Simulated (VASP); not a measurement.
# Mn (Fd-3m) in VASP: a series of runs

Mn is run at these levels: PBE; tasks: single point, relaxation of cell and atoms.

Everything below comes from runs of VASP 6.6.1. Logs are shortened: lines on timing, memory, paths and dates and some standing lists are left out, and cuts for length are marked.

### 1 The cell of the first run

Symmetry: Fd-3m, No. 227, cubic system. The conventional cell has a = 5.268 Å, b = 5.268 Å, c = 5.268 Å, α = 90.00°, β = 90.00°, γ = 90.00°. Within 3.0 Å of Mn (site symmetry -43m) lie 4 Mn at 2.28 Å.

This isn't the form of Mn at room conditions, which is a 58-atom cubic cell.

### 2 Single point, PBE, collinear spin, antiferromagnetic start (18.28 Å³/atom)

Input file INCAR:

```
PREC = Accurate
ENCUT = 520
EDIFF = 1E-6
ISMEAR = -1
SIGMA = 0.05
LREAL = F
LASPH = T
NELM = 150
ALGO = Normal
ISIF = 2
LWAVE = F
LCHARG = T
ISPIN = 2
MAGMOM = 2.088 -2.088
LORBIT = 11
LMAXMIX = 4
GGA = PE
LELF = T
LVHAR = T
NBANDS = 24
```

Input file KPOINTS:

```
regular mesh
0
Gamma
  12 12 12
```

Input file POSCAR:

```
Mn
1.0
    0.0000000000      2.6342400555      2.6342400555
    2.6342400555      0.0000000000      2.6342400555
    2.6342400555      2.6342400555      0.0000000000
Mn
2
Direct
    0.1250000000      0.1250000000      0.1250000000
    0.8750000000      0.8750000000      0.8750000000
```

Potentials or basis: VASP PAW PBE potentials, release 64 (Mn_pv).

Started as:

```console
$ cat potpaw_PBE.64/Mn_pv/POTCAR > POTCAR
$ mpirun -np 1 vasp_std > vasp.out
```

OUTCAR:

```text
PREC = Accurate
   ENCUT = 520
   EDIFF = 1E-6
   ISMEAR = -1
   LREAL = F
   LASPH = T
   NELM = 150
   ISIF = 2
   ISPIN = 2
   LORBIT = 11
   GGA = PE

 ion  position               nearest neighbor table
   1  0.125  0.125  0.125-   2 2.28   2 2.28   2 2.28   2 2.28
   2  0.875  0.875  0.875-   1 2.28   1 2.28   1 2.28   1 2.28

  LATTYP: Found a face centered cubic cell.
 ALAT       =     5.2684801110

  Lattice vectors:

 A1 = (   0.0000000000,   2.6342400555,   2.6342400555)
 A2 = (   2.6342400555,   0.0000000000,   2.6342400555)
 A3 = (   2.6342400555,   2.6342400555,   0.0000000000)

Analysis of symmetry for initial positions (statically):
=====================================================================
 Subroutine PRICEL returns:
 Original cell was already a primitive cell.

 Routine SETGRP: Setting up the symmetry group for a
 face centered cubic supercell.

 Subroutine GETGRP returns: Found 48 space group operations
 (whereof 12 operations were pure point group operations)
 out of a pool of 48 trial point group operations.

The static configuration has the point symmetry D_3d.
 The point group associated with its full space group is O_h .

Analysis of symmetry for dynamics (positions and initial velocities):
=====================================================================
 Subroutine PRICEL returns:
 Original cell was already a primitive cell.

 Routine SETGRP: Setting up the symmetry group for a
 face centered cubic supercell.

 Subroutine GETGRP returns: Found 48 space group operations
 (whereof 12 operations were pure point group operations)
 out of a pool of 48 trial point group operations.

The dynamic configuration has the point symmetry D_3d.
 The point group associated with its full space group is O_h .

Analysis of structural, dynamic, and magnetic symmetry:
=====================================================================
 Subroutine PRICEL returns:
 Original cell was already a primitive cell.

 Routine SETGRP: Setting up the symmetry group for a
 face centered cubic supercell.

 Subroutine GETGRP returns: Found 48 space group operations
 (whereof 12 operations were pure point group operations)
 out of a pool of 48 trial point group operations.

The overall configuration has the point symmetry D_3d.
 The point group associated with its full space group is O_h .

 Subroutine INISYM returns: Found 48 space group operations
 (whereof 12 operations are pure point group operations),
 and found     1 'primitive' translations

----------------------------------------------------------------------------------------

                                     Primitive cell

  volume of cell :      36.5591

  direct lattice vectors                    reciprocal lattice vectors
     0.000000000  2.634240055  2.634240055    -0.189808062  0.189808062  0.189808062
     2.634240055  0.000000000  2.634240055     0.189808062 -0.189808062  0.189808062
     2.634240055  2.634240055  0.000000000     0.189808062  0.189808062 -0.189808062

  length of vectors
     3.725378013  3.725378013  3.725378013     0.328757207  0.328757207  0.328757207

  position of ions in fractional coordinates (direct lattice)
     0.125000000  0.125000000  0.125000000
     0.875000000  0.875000000  0.875000000

  ion indices of the primitive-cell ions
   primitive index   ion index
                 1           1
                 2           2

----------------------------------------------------------------------------------------

 KPOINTS: regular mesh

Automatic generation of k-mesh.
 Grid dimensions read from file:
 generate k-points for:   12   12   12

 Generating k-lattice:

  Cartesian coordinates                     Fractional coordinates (reciprocal lattice)
    -0.015817339  0.015817339  0.015817339     0.083333333  0.000000000  0.000000000
     0.015817339 -0.015817339  0.015817339     0.000000000  0.083333333  0.000000000
     0.015817339  0.015817339 -0.015817339     0.000000000  0.000000000  0.083333333

  Length of vectors
     0.027396434  0.027396434  0.027396434

  Shift w.r.t. Gamma in fractional coordinates (k-lattice)
     0.000000000  0.000000000  0.000000000

 Subroutine IBZKPT returns following result:
 ===========================================

 Found     72 irreducible k-points:

 Following reciprocal coordinates:
            Coordinates               Weight
  0.000000  0.000000  0.000000      1.000000
  0.083333  0.000000  0.000000      8.000000
  0.166667  0.000000  0.000000      8.000000
  0.250000  0.000000  0.000000      8.000000
  0.333333  0.000000  0.000000      8.000000
  0.416667  0.000000  0.000000      8.000000
[... 16 lines left out ...]
  0.500000  0.166667  0.000000     24.000000
 -0.416667  0.166667  0.000000     24.000000
 [... further k-points ...]
   k-points           NKPTS =     72   k-points in BZ     NKDIM =     72   number of bands    NBANDS=     24
   number of dos      NEDOS =    301   number of ions     NIONS =      2
   total plane-waves  NPLWV =  21952
   dimension x,y,z NGX =    28 NGY =   28 NGZ =   28
   dimension x,y,z NGXF=    56 NGYF=   56 NGZF=   56
   ions per type =               2
   NGX,Y,Z   is equivalent  to a cutoff of  12.50, 12.50, 12.50 a.u.
   NGXF,Y,Z  is equivalent  to a cutoff of  24.99, 24.99, 24.99 a.u.
 SYSTEM =  unknown system
   PREC   = accura    normal or accurate (medium, high low for compatibility)
   ISTART =      0    job   : 0-new  1-cont  2-samecut
   ICHARG =      2    charge: 1-file 2-atom 10-const
   ISPIN  =      2    spin polarized calculation?
   LNONCOLLINEAR =      F non collinear calculations
   LSORBIT =      F    spin-orbit coupling
   LASPH  =      T    aspherical Exc in radial PAW
   ENCUT  =  520.0 eV  38.22 Ry    6.18 a.u.   6.93  6.93  6.93*2*pi/ulx,y,z
   NELM   =    150;   NELMIN=  2; NELMDL= -5     # of ELM steps
   EDIFF  = 0.1E-05   stopping-criterion for ELM
   LREAL  =      F    real-space projection
   EDIFFG = 0.1E-04   stopping-criterion for IOM
   NSW    =      0    number of steps for IOM
   IBRION =     -1    ionic relax: 0-MD 1-quasi-New 2-CG
   NFREE  =      0    steps in history (QN), initial steepest desc. (CG)
   ISIF   =      2    stress and relaxation
   ISYM   =      2    0-nonsym 1-usesym 2-fastsym
   POTIM  = 0.5000    time-step for ionic-motion
   TEBEG  =    0.0;   TEEND  =   0.0 temperature during run
   PSTRESS=    0.0 pullay stress
   NELECT =      26.0000    total number of electrons
   NUPDOWN=      -1.0000    fix difference up-down
   EMIN   =  10.00;   EMAX   =-10.00  energy-range for DOS
   EFERMI =   0.00;   METHOD = LEGACY
   ISMEAR =    -1;   SIGMA  =   0.05  broadening in eV -4-tet -1-fermi 0-gaus
   EFERMI_NEDOS =   21; number of points for ismear=-14 and -15
   IALGO  =     38    algorithm
   IMIX   =      4    mixing-type and parameters
     AMIX     =   0.40;   BMIX     =  1.00
     AMIX_MAG =   1.60;   BMIX_MAG =  1.00
  volume/ion in A,a.u.               =      18.28       123.36
  Fermi-wavevector in a.u.,A,eV,Ry     =   1.461282  2.761422 29.053120  2.135344
  Thomas-Fermi vector in A             =   2.577632
   LORBIT       =     11    0 simple, 1 ext, 2 COOP (PROOUT), +10 PAW based schemes
   GGA     = PE    functional components
   LHFCALC =     F    Hartree Fock is set to
   AEXX    =    0.0000 exact exchange contribution
   IVDW    =     0    specifies the selected vdW correction
   LEPSILON=     F    determine dielectric tensor
   LRPA    =     F    only Hartree local field effects (RPA)
 spin polarized calculation
  energy-cutoff  :      520.00
  volume of cell :       36.56
 maximum number of plane-waves:      1004
   NGX = 13   NGY = 13   NGZ = 13

 number of electron      25.9999981 magnetization      -0.0000000

 number of electron      25.9999981 magnetization       0.0000000

 Free energy of the ion-electron system (eV)
  ---------------------------------------------------
  ext. energy  EPLUGINS =         0.00000000
  ---------------------------------------------------
  free energy    TOTEN  =       -15.39021679 eV

  energy without entropy =      -15.38481826  energy(sigma->0) =      -15.38751752

 E-fermi :   5.0670     XC(G=0): -10.7384

 val. band max:        5.0079376338   @ k =  -0.0833   0.0833   0.0000
 cond. band min:       5.0684101147   @ k =   0.0833   0.0833   0.0000
 fundamental gap:      0.0604724809
 Fermi energy:         5.0669566115

 spin component 1

 k-point     1 :       0.0000    0.0000    0.0000
  band No.  band energies     occupation
      1     -44.4564      1.00000
      2     -44.4564      1.00000
      3     -44.4564      1.00000
      4     -41.6965      1.00000
      5     -41.6965      1.00000
      6     -41.6965      1.00000
[... 16 lines left out ...]
     23      17.2584      0.00000
     24      18.4642      0.00000

 k-point     2 :       0.0833    0.0000    0.0000
  band No.  band energies     occupation
      1     -44.4570      1.00000
      2     -44.4570      1.00000
      3     -44.4566      1.00000
      4     -41.6971      1.00000
      5     -41.6960      1.00000
      6     -41.6960      1.00000
[... 16 lines left out ...]
     23      18.1540      0.00000
     24      18.9575      0.00000

 k-point     3 :       0.1667    0.0000    0.0000
  band No.  band energies     occupation
      1     -44.4585      1.00000
      2     -44.4585      1.00000
      3     -44.4570      1.00000
      4     -41.6985      1.00000
      5     -41.6945      1.00000
      6     -41.6945      1.00000
[... 16 lines left out ...]
     23      18.9774      0.00000
     24      19.3212      0.00000
[... 514 lines left out ...]
 k-point    23 :       0.5000    0.1667    0.0000
  band No.  band energies     occupation
      1     -44.4722      1.00000
      2     -44.4672      1.00000
      3     -44.4502      1.00000
      4     -41.7099      1.00000
      5     -41.6863      1.00000
      6     -41.6845      1.00000
[... 16 lines left out ...]
     23      19.6669      0.00000
     24      21.0128      0.00000

 k-point    24 :      -0.4167    0.1667    0.0000
  band No.  band energies     occupation
      1     -44.4731      1.00000
      2     -44.4664      1.00000
      3     -44.4503      1.00000
      4     -41.7097      1.00000
      5     -41.6870      1.00000
      6     -41.6839      1.00000
[... 16 lines left out ...]
     23      19.6629      0.00000
     24      21.9518      0.00000

 [... further k-points ...]

 spin component 2

 k-point     1 :       0.0000    0.0000    0.0000
  band No.  band energies     occupation
      1     -44.4564      1.00000
      2     -44.4564      1.00000
      3     -44.4564      1.00000
      4     -41.6965      1.00000
      5     -41.6965      1.00000
      6     -41.6965      1.00000
[... 16 lines left out ...]
     23      17.2584      0.00000
     24      18.4642      0.00000

 k-point     2 :       0.0833    0.0000    0.0000
  band No.  band energies     occupation
      1     -44.4570      1.00000
      2     -44.4570      1.00000
      3     -44.4566      1.00000
      4     -41.6971      1.00000
      5     -41.6960      1.00000
      6     -41.6960      1.00000
[... 16 lines left out ...]
     23      18.1540      0.00000
     24      18.9575      0.00000

 k-point     3 :       0.1667    0.0000    0.0000
  band No.  band energies     occupation
      1     -44.4585      1.00000
      2     -44.4585      1.00000
      3     -44.4570      1.00000
      4     -41.6985      1.00000
      5     -41.6945      1.00000
      6     -41.6945      1.00000
[... 16 lines left out ...]
     23      18.9774      0.00000
     24      19.3212      0.00000
[... 514 lines left out ...]
 k-point    23 :       0.5000    0.1667    0.0000
  band No.  band energies     occupation
      1     -44.4722      1.00000
      2     -44.4672      1.00000
      3     -44.4502      1.00000
      4     -41.7099      1.00000
      5     -41.6863      1.00000
      6     -41.6845      1.00000
[... 16 lines left out ...]
     23      19.6669      0.00000
     24      21.0128      0.00000

 k-point    24 :      -0.4167    0.1667    0.0000
  band No.  band energies     occupation
      1     -44.4731      1.00000
      2     -44.4664      1.00000
      3     -44.4503      1.00000
      4     -41.7097      1.00000
      5     -41.6870      1.00000
      6     -41.6839      1.00000
[... 16 lines left out ...]
     23      19.6629      0.00000
     24      21.9518      0.00000

 [... further k-points ...]

------------------------ aborting loop because EDIFF is reached ----------------------------------------

  FORCE on cell =-STRESS in cart. coord.  units (eV):
  Direction    XX          YY          ZZ          XY          YZ          ZX
  --------------------------------------------------------------------------------------
  -------------------------------------------------------------------------------------
  Total       -0.6759752     -0.6759752     -0.6759752     -0.0000000     -0.0000000      0.0000000
  in kB      -29.6241110    -29.6241110    -29.6241110     -0.0000000     -0.0000000      0.0000000
  external PRESSURE =     -29.6241110 kB  Pullay stress =       0.0000000 kB

 VOLUME and BASIS-vectors are now :
 -----------------------------------------------------------------------------
  energy-cutoff  :      520.00
  volume of cell :       36.56
      direct lattice vectors                 reciprocal lattice vectors
     0.000000000  2.634240055  2.634240055    -0.189808062  0.189808062  0.189808062
     2.634240055  0.000000000  2.634240055     0.189808062 -0.189808062  0.189808062
     2.634240055  2.634240055  0.000000000     0.189808062  0.189808062 -0.189808062

 POSITION                                       TOTAL-FORCE (eV/Angst)
 -----------------------------------------------------------------------------------
      0.65856      0.65856      0.65856        -0.000000      0.000000      0.000000
      4.60992      4.60992      4.60992         0.000000     -0.000000     -0.000000
 -----------------------------------------------------------------------------------
    total drift:                                0.000000      0.000000     -0.000000

  FREE ENERGIE OF THE ION-ELECTRON SYSTEM (eV)
  ---------------------------------------------------
  free  energy   TOTEN  =       -15.3902167865 eV

  energy  without entropy=      -15.3848182598  energy(sigma->0) =      -15.38751752

 total charge

# of ion       s       p       d       tot
------------------------------------------
    1        0.446   6.210   5.107  11.763
    2        0.446   6.210   5.107  11.763
--------------------------------------------------
tot          0.891  12.421  10.213  23.525

 magnetization (x)

# of ion       s       p       d       tot
------------------------------------------
    1        0.070  -0.010   2.562   2.622
    2       -0.070   0.010  -2.562  -2.622
--------------------------------------------------
tot          0.000   0.000   0.000   0.000
```

Run time: 77 s. Hardware: 1 thread of Intel Xeon 6975P-C (Granite Rapids), shared host; peak memory 0.22 GiB.

Results:

```
Free energy                                           : -15.3902 eV
Pressure                                              : -3.0 GPa
Band gap on the k mesh                                : zero (filled and empty bands overlap)
Net moment                                            : 0.00 μB per cell
Site moments                                          : Mn +2.62, -2.62 μB
Valence electrons inside the program's atomic spheres : Mn 11.76
```

(Part 1 of 2 ends here.)
